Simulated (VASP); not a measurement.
# Ir: single point with PBE

Ir:

```
CELL_PARAMETERS angstrom
0.00000 -1.93518 -1.93518
0.00000 1.93518 -1.93518
3.87036 0.00000 0.00000
ATOMIC_POSITIONS crystal
Ir 0.51597 0.48403 0.48811
Ir 0.98403 0.01597 0.01189
```

This cell differs from its parent crystal: atoms displaced along several vibrational modes.

```json
{
 "Program": "VASP 6.6.1",
 "Task": "single point",
 "Functional": "PBE",
 "Potentials or basis": "VASP PAW PBE potentials, release 64 (Ir)",
 "Cutoff": "520 eV",
 "k mesh": "16 × 16 × 12",
 "Occupations": "gaussian, width 0.15 eV",
 "Spin": "no spin polarisation",
 "Dipole correction": "no",
 "Further INCAR settings": "ALGO = Fast; EDIFF = 1e-06; NBANDS = 16"
}
```

```json
{
  "Pressure": "3.6 GPa",
  "Largest force": "1.471 eV/Å",
  "Band gap on the k mesh": "zero (bands 9 and 10 overlap by 2.84 eV)"
}
```

Forces in eV/Å, atoms in the order of the input:
```
Ir   1.149  0.918  0.000
Ir  -1.149 -0.918  0.000
```

Stress tensor (GPa, compression positive):
```
4.96 3.53 0.00
3.53 4.50 0.00
0.00 0.00 1.38
```

Levels at points of the mesh, in eV from the Fermi level:
```tsv
k point	band 5	band 6	band 7	band 8	band 9	band 10	band 11	band 12	band 13	band 14
(0.00, 0.00, 0.00)	-3.82	-3.67	-1.28	-1.16	0.77	1.27	1.41	1.81	10.08	11.69
(0.50, 0.00, 0.00)	-4.59	-4.12	-2.47	-2.46	-1.46	-0.78	2.47	3.00	10.75	11.73
(0.50, 0.50, 0.00)	0.44	0.78	1.27	1.35	1.36	1.41	1.71	2.11	9.96	10.12
(0.00, 0.00, 0.50)	-3.47	-2.71	-2.04	-1.93	-1.51	-1.46	-0.45	0.05	16.47	17.05
(0.50, 0.00, 0.50)	-3.83	-3.77	-0.79	-0.70	0.76	0.76	0.85	0.98	6.87	7.01
(0.50, 0.50, 0.50)	-4.41	-4.40	-1.64	-1.61	1.38	1.40	7.55	7.82	8.40	8.73
```

Run time: 2.7 min on 1 thread of Intel(R) Xeon(R) 6975P-C (Granite Rapids), with other jobs on the host, peak memory 0.41 GiB.

Caveat: the cell differs from its parent crystal (atoms displaced along several vibrational modes); the cell stands under pressure; spin-orbit coupling is left out, which moves the levels of the heavy elements; forces of over 1 eV/Å act on the atoms, so gaps and moduli don't describe the material at rest.
